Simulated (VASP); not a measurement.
## GaN: single point with LDA

Crystal: GaN.

```
CELL_PARAMETERS angstrom
-3.15158 0.00000 0.00000
0.00000 0.00000 -5.13825
0.00000 -5.45869 0.00000
ATOMIC_POSITIONS crystal
Ga 0.50000 0.00302 0.17972
Ga 0.00000 0.99269 0.65362
Ga 0.00000 0.49269 0.34638
Ga 0.50000 0.50302 0.82028
N 0.50000 0.63607 0.16857
N 0.00000 0.64086 0.66479
N 0.00000 0.14086 0.33521
N 0.50000 0.13607 0.83143
```

This cell differs from its parent crystal: mode 11 frozen in at -0.076 Å and mode 13 at -0.073 Å (largest displacements).

```
Program             : VASP 6.6.1
Task                : single point
Functional          : LDA
Potentials or basis : VASP PAW LDA potentials, release 64 (Ga_d, N)
Cutoff              : 520 eV
k mesh              : 8 × 6 × 6
Occupations         : gaussian, width 0.05 eV
Spin                : no spin polarisation
```

The pressure is 2.9 GPa and the largest force is 2.879 eV/Å. The band gap on the k mesh is 1.94 eV, direct.

Forces on the atoms (eV/Å):
```
Ga   0.000  1.605 -0.421
Ga   0.000 -1.697 -2.326
Ga   0.000  1.697 -2.326
Ga   0.000 -1.605 -0.421
N    0.000 -0.087  1.023
N    0.000 -0.131  1.724
N    0.000  0.131  1.724
N    0.000  0.087  1.023
```

Stress tensor (GPa, compression positive):
```
-1.49  0.00  0.00
 0.00 -1.57  0.00
 0.00  0.00 11.69
```

Levels at points of the mesh, in eV from the valence-band top:
| k point | band 33 | band 34 | band 35 | band 36 | band 37 | band 38 | band 39 | band 40 |
| --- | --- | --- | --- | --- | --- | --- | --- | --- |
| (0.00, 0.00, 0.00) | -0.65 | -0.41 | -0.05 | 0.00 | 1.94 | 4.34 | 4.92 | 5.39 |
| (0.50, 0.00, 0.00) | -2.75 | -2.11 | -2.10 | -2.02 | 4.67 | 5.50 | 6.46 | 6.80 |
| (0.00, 0.50, 0.00) | -0.65 | -0.65 | -0.54 | -0.54 | 3.98 | 3.98 | 4.37 | 4.37 |
| (0.50, 0.50, 0.00) | -2.29 | -2.29 | -1.75 | -1.75 | 5.39 | 5.39 | 5.90 | 5.90 |
| (0.00, 0.00, 0.50) | -1.25 | -1.03 | -0.55 | -0.27 | 4.06 | 4.45 | 5.87 | 6.00 |
| (0.50, 0.00, 0.50) | -2.84 | -2.55 | -1.05 | -0.84 | 4.52 | 5.08 | 5.26 | 5.58 |
| (0.00, 0.50, 0.50) | -1.90 | -1.90 | -0.97 | -0.97 | 4.78 | 4.78 | 5.34 | 5.34 |
| (0.50, 0.50, 0.50) | -2.11 | -2.11 | -1.80 | -1.80 | 3.77 | 3.77 | 4.48 | 4.48 |

It took 3.5 min on 1 thread of Intel(R) Xeon(R) Platinum 8488C (Sapphire Rapids) (shared host), peak memory 0.33 GiB.

Caveat: the cell differs from its parent crystal (mode 11 frozen in at -0.076 Å and mode 13 at -0.073 Å (largest displacements)); forces of over 1 eV/Å act on the atoms, so gaps and moduli don't describe the material at rest.
